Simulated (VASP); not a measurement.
# Mo (Im-3m) in VASP: a series of runs, part 2 of 2

VASP 6.6.1. The steps go on from the part before.

## Step 3: Single point, PBE

This run uses another cell than the first one, of 15.80 Å³/atom, 1.053 times its volume.

INCAR

```
SYSTEM = Mo
ALGO = Normal
EDIFF = 1E-6
ENCUT = 520
GGA = PE
ISIF = 2
ISMEAR = -1
LASPH = .True.
LCHARG = .False.
LREAL = .False.
LWAVE = .False.
NBANDS = 13
NELM = 60
PREC = Accurate
SIGMA = 0.08
```

KPOINTS

```
k-points
0
Gamma
  17 17 17
  0 0 0
```

POSCAR

```
Mo
1.0
   -1.5806545822      1.5806545822      1.5806545822
    1.5806545822     -1.5806545822      1.5806545822
    1.5806545822      1.5806545822     -1.5806545822
Mo
1
Direct
    0.0000000000      0.0000000000      0.0000000000
```

Potentials or basis: VASP PAW PBE potentials, release 64 (Mo_sv).

On the command line:

```bash
> cat potpaw_PBE.64/Mo_sv/POTCAR > POTCAR
> mpirun -np 1 vasp_std > vasp.out
```

OUTCAR:

```text
SYSTEM = Mo
   EDIFF = 1E-6
   ENCUT = 520
   GGA = PE
   ISIF = 2
   ISMEAR = -1
   LASPH = .True.
   LREAL = .False.
   NELM = 60
   PREC = Accurate

 ion  position               nearest neighbor table
   1  0.000  0.000  0.000-

  LATTYP: Found a body centered cubic cell.
 ALAT       =     3.1613091644

  Lattice vectors:

 A1 = (  -1.5806545822,   1.5806545822,   1.5806545822)
 A2 = (   1.5806545822,  -1.5806545822,   1.5806545822)
 A3 = (   1.5806545822,   1.5806545822,  -1.5806545822)

Analysis of symmetry for initial positions (statically):
=====================================================================
 Subroutine PRICEL returns:
 Original cell was already a primitive cell.

 Routine SETGRP: Setting up the symmetry group for a
 body centered cubic supercell.

 Subroutine GETGRP returns: Found 48 space group operations
 (whereof 48 operations were pure point group operations)
 out of a pool of 48 trial point group operations.

The static configuration has the point symmetry O_h .

Analysis of symmetry for dynamics (positions and initial velocities):
=====================================================================
 Subroutine PRICEL returns:
 Original cell was already a primitive cell.

 Routine SETGRP: Setting up the symmetry group for a
 body centered cubic supercell.

 Subroutine GETGRP returns: Found 48 space group operations
 (whereof 48 operations were pure point group operations)
 out of a pool of 48 trial point group operations.

The dynamic configuration has the point symmetry O_h .

 Subroutine INISYM returns: Found 48 space group operations
 (whereof 48 operations are pure point group operations),
 and found     1 'primitive' translations

----------------------------------------------------------------------------------------

                                     Primitive cell

  volume of cell :      15.7969

  direct lattice vectors                    reciprocal lattice vectors
    -1.580654582  1.580654582  1.580654582     0.000000000  0.316324645  0.316324645
     1.580654582 -1.580654582  1.580654582     0.316324645  0.000000000  0.316324645
     1.580654582  1.580654582 -1.580654582     0.316324645  0.316324645  0.000000000

  length of vectors
     2.737774046  2.737774046  2.737774046     0.447350603  0.447350603  0.447350603

  position of ions in fractional coordinates (direct lattice)
     0.000000000  0.000000000  0.000000000

  ion indices of the primitive-cell ions
   primitive index   ion index
                 1           1

----------------------------------------------------------------------------------------

 KPOINTS: k-points

Automatic generation of k-mesh.
 Grid dimensions read from file:
 generate k-points for:   17   17   17

 Generating k-lattice:

  Cartesian coordinates                     Fractional coordinates (reciprocal lattice)
     0.000000000  0.018607332  0.018607332     0.058823529  0.000000000  0.000000000
     0.018607332  0.000000000  0.018607332     0.000000000  0.058823529  0.000000000
     0.018607332  0.018607332  0.000000000     0.000000000  0.000000000  0.058823529

  Length of vectors
     0.026314741  0.026314741  0.026314741

  Shift w.r.t. Gamma in fractional coordinates (k-lattice)
     0.000000000  0.000000000  0.000000000

 Subroutine IBZKPT returns following result:
 ===========================================

 Found    165 irreducible k-points:

 Following reciprocal coordinates:
            Coordinates               Weight
  0.000000  0.000000  0.000000      1.000000
  0.058824  0.000000  0.000000     12.000000
  0.117647  0.000000  0.000000     12.000000
  0.176471  0.000000  0.000000     12.000000
  0.235294  0.000000  0.000000     12.000000
  0.294118  0.000000  0.000000     12.000000
[... 16 lines left out ...]
  0.411765  0.117647  0.000000     48.000000
  0.176471  0.176471  0.000000     24.000000
 [... further k-points ...]
   k-points           NKPTS =    165   k-points in BZ     NKDIM =    165   number of bands    NBANDS=     13
   number of dos      NEDOS =    301   number of ions     NIONS =      1
   total plane-waves  NPLWV =   8000
   dimension x,y,z NGX =    20 NGY =   20 NGZ =   20
   dimension x,y,z NGXF=    40 NGYF=   40 NGZF=   40
   ions per type =               1
   NGX,Y,Z   is equivalent  to a cutoff of  12.14, 12.14, 12.14 a.u.
   NGXF,Y,Z  is equivalent  to a cutoff of  24.29, 24.29, 24.29 a.u.
 SYSTEM =  Mo
   PREC   = accura    normal or accurate (medium, high low for compatibility)
   ISTART =      0    job   : 0-new  1-cont  2-samecut
   ICHARG =      2    charge: 1-file 2-atom 10-const
   ISPIN  =      1    spin polarized calculation?
   LNONCOLLINEAR =      F non collinear calculations
   LSORBIT =      F    spin-orbit coupling
   LASPH  =      T    aspherical Exc in radial PAW
   ENCUT  =  520.0 eV  38.22 Ry    6.18 a.u.   5.09  5.09  5.09*2*pi/ulx,y,z
   NELM   =     60;   NELMIN=  2; NELMDL= -5     # of ELM steps
   EDIFF  = 0.1E-05   stopping-criterion for ELM
   LREAL  =      F    real-space projection
   EDIFFG = 0.1E-04   stopping-criterion for IOM
   NSW    =      0    number of steps for IOM
   IBRION =     -1    ionic relax: 0-MD 1-quasi-New 2-CG
   NFREE  =      0    steps in history (QN), initial steepest desc. (CG)
   ISIF   =      2    stress and relaxation
   ISYM   =      2    0-nonsym 1-usesym 2-fastsym
   POTIM  = 0.5000    time-step for ionic-motion
   TEBEG  =    0.0;   TEEND  =   0.0 temperature during run
   PSTRESS=    0.0 pullay stress
   NELECT =      14.0000    total number of electrons
   NUPDOWN=      -1.0000    fix difference up-down
   EMIN   =  10.00;   EMAX   =-10.00  energy-range for DOS
   EFERMI =   0.00;   METHOD = LEGACY
   ISMEAR =    -1;   SIGMA  =   0.08  broadening in eV -4-tet -1-fermi 0-gaus
   EFERMI_NEDOS =   21; number of points for ismear=-14 and -15
   IALGO  =     38    algorithm
   IMIX   =      4    mixing-type and parameters
     AMIX     =   0.40;   BMIX     =  1.00
     AMIX_MAG =   1.60;   BMIX_MAG =  1.00
  volume/ion in A,a.u.               =      15.80       106.60
  Fermi-wavevector in a.u.,A,eV,Ry     =   1.572512  2.971616 33.644390  2.472793
  Thomas-Fermi vector in A             =   2.673935
   LORBIT       =      0    0 simple, 1 ext, 2 COOP (PROOUT), +10 PAW based schemes
   GGA     = PE    functional components
   LHFCALC =     F    Hartree Fock is set to
   AEXX    =    0.0000 exact exchange contribution
   IVDW    =     0    specifies the selected vdW correction
   LEPSILON=     F    determine dielectric tensor
   LRPA    =     F    only Hartree local field effects (RPA)
 non-spin polarized calculation
  energy-cutoff  :      520.00
  volume of cell :       15.80
 maximum number of plane-waves:       438
   NGX = 11   NGY = 11   NGZ = 11

 number of electron      14.0000004 magnetization

 Free energy of the ion-electron system (eV)
  ---------------------------------------------------
  ext. energy  EPLUGINS =         0.00000000
  ---------------------------------------------------
  free energy    TOTEN  =       -10.94303206 eV

  energy without entropy =      -10.93102132  energy(sigma->0) =      -10.93702669

 E-fermi :  12.4497     XC(G=0): -13.3322

 val. band max:       12.4311276115   @ k =   0.3529   0.0588   0.0588
 cond. band min:      12.4911448198   @ k =  -0.3529   0.3529   0.2353
 fundamental gap:      0.0600172083
 Fermi energy:        12.4496993991

 k-point     1 :       0.0000    0.0000    0.0000
  band No.  band energies     occupation
      1     -48.8606      2.00000
      2     -22.1504      2.00000
      3     -22.1504      2.00000
      4     -22.1504      2.00000
      5       5.2240      2.00000
      6      11.0775      2.00000
      7      11.0775      2.00000
      8      11.0775      2.00000
      9      14.0648      0.00000
     10      14.0648      0.00000
     11      27.2414      0.00000
     12      27.2414      0.00000
     13      27.2414      0.00000
[... 353 lines left out ...]
 k-point    24 :       0.1765    0.1765    0.0000
  band No.  band energies     occupation
      1     -48.6899      2.00000
      2     -23.0193      2.00000
      3     -22.4393      2.00000
      4     -22.2408      2.00000
      5       7.9760      2.00000
      6       9.8799      2.00000
      7      10.2009      2.00000
      8      13.2370      0.00011
      9      14.6011      0.00000
     10      15.0797      0.00000
     11      27.1215      0.00000
     12      28.1065      0.00000
     13      30.9168      0.00000

 [... further k-points ...]

------------------------ aborting loop because EDIFF is reached ----------------------------------------

  FORCE on cell =-STRESS in cart. coord.  units (eV):
  Direction    XX          YY          ZZ          XY          YZ          ZX
  --------------------------------------------------------------------------------------
  -------------------------------------------------------------------------------------
  Total        0.0501823      0.0501823      0.0501823      0.0000000      0.0000000      0.0000000
  in kB        5.0896806      5.0896806      5.0896806      0.0000000      0.0000000      0.0000000
  external PRESSURE =       5.0896806 kB  Pullay stress =       0.0000000 kB

 VOLUME and BASIS-vectors are now :
 -----------------------------------------------------------------------------
  energy-cutoff  :      520.00
  volume of cell :       15.80
      direct lattice vectors                 reciprocal lattice vectors
    -1.580654582  1.580654582  1.580654582     0.000000000  0.316324645  0.316324645
     1.580654582 -1.580654582  1.580654582     0.316324645  0.000000000  0.316324645
     1.580654582  1.580654582 -1.580654582     0.316324645  0.316324645  0.000000000

 POSITION                                       TOTAL-FORCE (eV/Angst)
 -----------------------------------------------------------------------------------
      0.00000      0.00000      0.00000        -0.000000     -0.000000      0.000000
 -----------------------------------------------------------------------------------
    total drift:                                0.000000     -0.000000      0.000000

  FREE ENERGIE OF THE ION-ELECTRON SYSTEM (eV)
  ---------------------------------------------------
  free  energy   TOTEN  =       -10.9430320647 eV

  energy  without entropy=      -10.9310213166  energy(sigma->0) =      -10.93702669
```

OSZICAR:

```text
N       E                     dE             d eps       ncg     rms          rms(c)
DAV:   1     0.938242338089E+02    0.93824E+02   -0.80458E+03  4343   0.111E+03
DAV:   2    -0.104282714851E+02   -0.10425E+03   -0.10034E+03  4965   0.312E+02
DAV:   3    -0.116083881347E+02   -0.11801E+01   -0.11772E+01  4820   0.333E+01
DAV:   4    -0.116109994061E+02   -0.26113E-02   -0.26112E-02  4775   0.192E+00
DAV:   5    -0.116110164619E+02   -0.17056E-04   -0.17055E-04  4895   0.137E-01    0.143E+01
DAV:   6    -0.110275656368E+02    0.58345E+00   -0.72715E-01  4390   0.104E+01    0.385E+00
DAV:   7    -0.109466888774E+02    0.80877E-01   -0.14759E-01  4755   0.449E+00    0.978E-01
DAV:   8    -0.109429679784E+02    0.37209E-02   -0.41223E-03  4440   0.822E-01    0.187E-01
DAV:   9    -0.109430215745E+02   -0.53596E-04   -0.12414E-04  5000   0.139E-01    0.759E-02
DAV:  10    -0.109430318460E+02   -0.10271E-04   -0.14454E-05  4430   0.450E-02    0.691E-03
DAV:  11    -0.109430320647E+02   -0.21873E-06   -0.14408E-07  2565   0.407E-03
   1 F= -.10943032E+02 E0= -.10937027E+02  d E =-.120107E-01
```

Run time: 17 s. Hardware: 1 thread of Intel Xeon Platinum 8259CL at 2.50GHz (Skylake/Cascade Lake), shared host; peak memory 0.15 GiB.

Results:

* Free energy: -10.9430 eV
* Pressure: 0.5 GPa
* Band gap on the k mesh: zero (band 7 reaches 16.12 eV, above the bottom of band 8 at 11.08 eV)

## Step 4: Single point, PBE

This run uses another cell than the first one, of 15.80 Å³/atom, 1.053 times its volume.

INCAR

```
PREC = Accurate
ENCUT = 520
EDIFF = 1E-6
ISMEAR = -1
SIGMA = 0.08
LREAL = False
LASPH = True
NELM = 60
ALGO = Normal
ISIF = 2
LWAVE = False
LCHARG = True
GGA = PE
LELF = True
LVHAR = True
NBANDS = 13
```

KPOINTS

```
regular mesh
0
Gamma
  17 17 17
```

POSCAR is that of step 3.

On the command line:

```bash
> cat potpaw_PBE.64/Mo_sv/POTCAR > POTCAR
> mpirun -np 1 vasp_std > vasp.out
```

Wall time 18 s (1 thread of Intel Xeon Platinum 8259CL at 2.50GHz (Skylake/Cascade Lake), shared host); peak memory 0.14 GiB.

Results (log left out):

- Free energy: -10.9430 eV
- Pressure: 0.5 GPa
- Band gap on the k mesh: zero (band 7 reaches 16.12 eV, above the bottom of band 8 at 11.08 eV)

Levels at points of the mesh, in eV from the Fermi level:
```tsv
k point	band 4	band 5	band 6	band 7	band 8	band 9	band 10	band 11
(0.00, 0.00, 0.00)	-34.60	-7.23	-1.37	-1.37	-1.37	1.62	1.62	14.79
```

## Step 5: Single point, PBE, collinear spin, ferromagnetic start

This run uses another cell than the first one, of 10.27 Å³/atom, 0.684 times its volume.

INCAR

```
SYSTEM = Mo
PREC = Accurate
ENCUT = 520
EDIFF = 1E-6
ISMEAR = -1
SIGMA = 0.08
LREAL = .FALSE.
LASPH = .TRUE.
NELM = 150
ALGO = Normal
ISIF = 2
LWAVE = .FALSE.
LCHARG = .FALSE.
ISPIN = 2
MAGMOM = -2
LORBIT = 11
LMAXMIX = 4
GGA = PE
NBANDS = 17
```

KPOINTS

```
regular mesh
0
G
  17 17 17
  0 0 0
```

POSCAR

```
Mo
1.0
   -1.3692248112      1.3692248112      1.3692248112
    1.3692248112     -1.3692248112      1.3692248112
    1.3692248112      1.3692248112     -1.3692248112
Mo
1
Direct
    0.0000000000      0.0000000000      0.0000000000
```

On the command line:

```bash
> cat potpaw_PBE.64/Mo_sv/POTCAR > POTCAR
> mpirun -np 1 vasp_std > vasp.out
```

Run time: 40 s. Hardware: 1 thread of Intel Xeon Platinum 8259CL at 2.50GHz (Skylake/Cascade Lake), shared host; peak memory 0.15 GiB.

It converged, with:

```
Free energy                                           : -7.6882 eV
Pressure                                              : 269.2 GPa
Band gap on the k mesh                                : zero (filled and empty bands overlap)
Net moment                                            : 0.00 μB per cell
Valence electrons inside the program's atomic spheres : Mo 13.90
```

Levels at points of the mesh, in eV from the Fermi level:
Spin up:
```tsv
k point	band 3	band 4	band 5	band 6	band 7	band 8	band 9	band 10	band 11	band 12
(0.00, 0.00, 0.00)	-33.62	-33.62	-7.91	-2.76	-2.76	-2.76	2.12	2.12	14.76	14.76
```
Spin down:
| k point | band 4 | band 5 | band 6 | band 7 | band 8 | band 9 | band 10 | band 11 |
| --- | --- | --- | --- | --- | --- | --- | --- | --- |
| (0.00, 0.00, 0.00) | -33.62 | -7.91 | -2.76 | -2.76 | -2.76 | 2.12 | 2.12 | 14.76 |

## Step 6: Relaxation of cell and atoms, PBE

This run uses another cell than the first one, of 15.82 Å³/atom, 1.054 times its volume.

INCAR

```
SYSTEM = Mo
PREC = Accurate
ENCUT = 600
EDIFF = 1E-7
ISMEAR = -1
SIGMA = 0.08
LREAL = .FALSE.
LASPH = .TRUE.
NELM = 80
ALGO = Normal
ISIF = 3
LWAVE = .FALSE.
LCHARG = .FALSE.
GGA = PE
IBRION = 2
NSW = 60
EDIFFG = -0.005
```

KPOINTS

```
Automatic mesh
0
G
  17 17 17
  0 0 0
```

POSCAR

```
Mo
1.0
   -1.5813925127      1.5813925127      1.5813925127
    1.5813925127     -1.5813925127      1.5813925127
    1.5813925127      1.5813925127     -1.5813925127
Mo
1
Direct
    0.0000000000      0.0000000000      0.0000000000
```

Potentials or basis: VASP PAW PBE potentials, release 64 (Mo_sv).

On the command line:

```bash
> cat potpaw_PBE.64/Mo_sv/POTCAR > POTCAR
> mpirun -np 1 vasp_std > vasp.out
```

Wall time 16 s (1 thread of Intel Xeon Platinum 8259CL at 2.50GHz (Skylake/Cascade Lake), shared host); peak memory 0.16 GiB.

Results (log left out):

- Free energy: -10.9432 eV
- Pressure after relaxing: 0.0 GPa
- Band gap on the k mesh: zero (band 7 reaches 16.09 eV, above the bottom of band 8 at 11.06 eV)

Final structure:
```
CELL_PARAMETERS angstrom
-1.58139 1.58139 1.58139
1.58139 -1.58139 1.58139
1.58139 1.58139 -1.58139
ATOMIC_POSITIONS crystal
Mo 0.00000 0.00000 0.00000
```

Levels at points of the mesh, in eV from the Fermi level:
| k point | band 3 | band 4 | band 5 | band 6 | band 7 | band 8 | band 9 | band 10 | band 11 |
| --- | --- | --- | --- | --- | --- | --- | --- | --- | --- |
| (0.00, 0.00, 0.00) | -34.60 | -34.60 | -7.22 | -1.37 | -1.37 | -1.37 | 1.61 | 1.61 | 14.79 |

Caveat: the relaxation stopped at its first step, so nothing moved.

## Step 7: Overview

```csv
task,spin,cell,cutoff (eV),gap on the mesh (eV),pressure (GPa)
single point,off,"a = 2.691 Å, angles 109.5°, 1 atom",520,none,15.5
single point,off,"a = 2.738 Å, angles 109.5°, 1 atom",520,none,0.5
single point,"collinear, ferromagnetic start","a = 2.372 Å, angles 109.5°, 1 atom",520,none,269.2
relaxation of cell and atoms,off,"relaxed from a = 2.739 Å, angles 109.5°, 1 atom",600,none,0.0
```

Alike in all rows: level PBE; potentials or basis VASP PAW PBE potentials, release 64 (Mo_sv); k mesh 17 × 17 × 17; smearing fermi-dirac 0.08 eV.

Caveats: the relaxation stopped at its first step, so nothing moved (some runs).

Absolute energies hang on the potentials; compare differences alone.
